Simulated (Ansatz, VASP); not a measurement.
One calculation of Si2Ge3, two programs

```
Si Ge
1.0
     3.70819    0.00000    0.00000
    -1.85410    3.21139    0.00000
     0.00000    0.00000   16.15803
Si Ge
4 6
Direct
  0.33333 0.66667 0.64735
  0.33333 0.66667 0.85265
  0.66667 0.33333 0.14735
  0.66667 0.33333 0.35265
  0.33333 0.66667 0.06126
  0.33333 0.66667 0.25000
  0.33333 0.66667 0.43874
  0.66667 0.33333 0.56126
  0.66667 0.33333 0.75000
  0.66667 0.33333 0.93874
```

Alike in both runs: functional PBE; k mesh 12 × 12 × 2; occupations gaussian, width 0.1 eV; no spin polarisation.

Ansatz relaxed the structure, and its values are those at the end. VASP's run is a single point on that final structure, the one shown.

|  | VASP | Ansatz |
| --- | --- | --- |
| version | VASP 6.6.1 | Ansatz 0.2.0 |
| potentials or method | VASP PAW PBE potentials, release 64 (Si, Ge_d), cutoff 520 eV | scalar-relativistic, plane waves, PAW |
| valence electrons in the cell | 100 | 100 |

Ansatz gave:

- gap on the k mesh at the Fermi level (eV): none
- pressure (GPa): 0.0

**Question.** Which values does VASP return?

**Answer.** gap on the k mesh at the Fermi level (eV): none; pressure (GPa): -0.1.

A gap of «none» marks a metal or a gap that the smearing closes. The functional is the same, so the differences come from potentials, cutoffs and numerics.
